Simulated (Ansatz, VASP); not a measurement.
## Ta: VASP beside Ansatz

The input INCAR:

```
SYSTEM = Ta
  ALGO = Fast
  EDIFF = 1E-6
  ENCUT = 520
  GGA = PE
  ISIF = 2
  ISMEAR = 0
  LASPH = .TRUE.
  LCHARG = .FALSE.
  LREAL = .FALSE.
  LWAVE = .FALSE.
  NBANDS = 12
  NELM = 100
  PREC = Accurate
  SIGMA = 0.15
```

Contents of KPOINTS:

```
k-points
0
G
  20 20 20
  0 0 0
```

File POSCAR:

```
Ta
1.0
   -1.6492159000      1.6512800000      1.6492159000
    1.6533441000     -1.6512800000      1.6533441000
    1.6492159000      1.6512800000     -1.6492159000
Ta
1
Direct
    0.0000000000      0.0000000000      0.0000000000
```

Input for Ansatz:

```yaml
crystal:
  lattice:
    - [-1.6492159, 1.65128, 1.6492159]
    - [1.6533441, -1.65128, 1.6533441]
    - [1.6492159, 1.65128, -1.6492159]
  atoms:
    - { symbol: Ta, position: [0.0, 0.0, 0.0] }
basis:
  ecutwfc: 420
kpoints:
  mp_grid: { grid: [20, 20, 20] }
hamiltonian:
  xc: pbe
scf:
  occupations: { method: gaussian, width: 0.15 }
output:
  forces: true
  stress: true
  eigenvalues: true
```

Change from the starting cell: strain +0.0025 x Voigt [0, 0, 0, 0, 1, 0], atoms carried along.

Alike in both runs: task single point; functional PBE; k mesh 20 × 20 × 20; occupations gaussian, width 0.15 eV; no spin polarisation.

```csv
,VASP,Ansatz
version,VASP 6.6.1,Ansatz 0.2.0
potentials or method,"VASP PAW PBE potentials, release 64 (Ta_pv), cutoff 520 eV","scalar-relativistic, plane waves, PAW"
valence electrons in the cell,11,13
```

|  | VASP | Ansatz | Ansatz less VASP |
| --- | --- | --- | --- |
| gap on the k mesh at the Fermi level (eV) | none | none | - |
| pressure (GPa) | 3.3 | 3.1 | -0.13 |
| traceless stress, the component that is largest in VASP (GPa) | -0.21 | -0.21 | -0.001 |

A gap of «none» marks a metal or a gap that the smearing closes. With one functional, cell and mesh, what is left measures potentials, basis and numerics. VASP's potentials hold 11 valence electrons a cell and Ansatz's 13, so a difference there can come from the potentials and not from the codes.

Neither program's run includes spin-orbit coupling.
